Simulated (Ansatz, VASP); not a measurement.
# LiF in VASP and in Ansatz

INCAR

```
SYSTEM = LiF
PREC = Accurate
ENCUT = 520
EDIFF = 1E-7
ISMEAR = -1
SIGMA = 0.02
LREAL = .FALSE.
LASPH = .TRUE.
NELM = 100
ALGO = Normal
ISIF = 2
LWAVE = .FALSE.
LCHARG = .FALSE.
GGA = PE
NBANDS = 12
```

The input KPOINTS:

```
Automatic mesh
0
G
  10 10 10
  0 0 0
```

Contents of POSCAR:

```
LiF
1.0
    0.0000000000      1.9449999469      1.9449999469
    1.9449999469      0.0000000000      1.9449999469
    1.9449999469      1.9449999469      0.0000000000
Li F
1 1
Direct
    0.0000000000      0.0000000000      0.0000000000
    0.5000000000      0.5000000000      0.5000000000
```

Input for Ansatz:

```yaml
crystal:
  lattice:
    - [0.0, 1.9449999469, 1.9449999469]
    - [1.9449999469, 0.0, 1.9449999469]
    - [1.9449999469, 1.9449999469, 0.0]
  atoms:
    - { symbol: Li, position: [0.0, 0.0, 0.0] }
    - { symbol: F, position: [0.5, 0.5, 0.5] }
kpoints:
  mp_grid: { grid: [10, 10, 10] }
  band_path:
    path:
      - [0.0, 0.0, 0.0]
      - [0.5, 0.0, 0.5]
      - [0.625, 0.25, 0.625]
      - [0.375, 0.375, 0.75]
      - [0.5, 0.5, 0.5]
      - [0.5, 0.25, 0.75]
      - [-0.067708, 0.0, 0.067708]
    npoints: 1
hamiltonian:
  xc: pbe
scf:
  occupations: { method: fermi_dirac, width: 0.02 }
  n_extra_bands: 4
output:
  forces: true
  stress: true
  eigenvalues: true
  write_density: true
  write_potential: true
  elf: true
  volumetric_format: npy
```

Change from the starting cell: hydrostatic strain -2.5%.

Alike in both runs: task single point; functional PBE; k mesh 10 × 10 × 10; occupations fermi-dirac, width 0.02 eV; no spin polarisation.

|  | VASP | Ansatz |
| --- | --- | --- |
| version | VASP 6.6.1 | Ansatz 0.2.0 |
| potentials or method | VASP PAW PBE potentials, release 64 (Li_sv, F) | plane waves, PAW |
| plane-wave cutoff (eV) | 520 | 420 |
| valence electrons in the cell | 10 | 10 |

```csv
,VASP,Ansatz,Ansatz less VASP
gap on the k mesh at the Fermi level (eV),10.08,10.08,0.000
```

The functional is the same, so the differences come from potentials, cutoffs and numerics.

Noted on VASP's run: the cutoff is short for stress, so the pressure is rough.
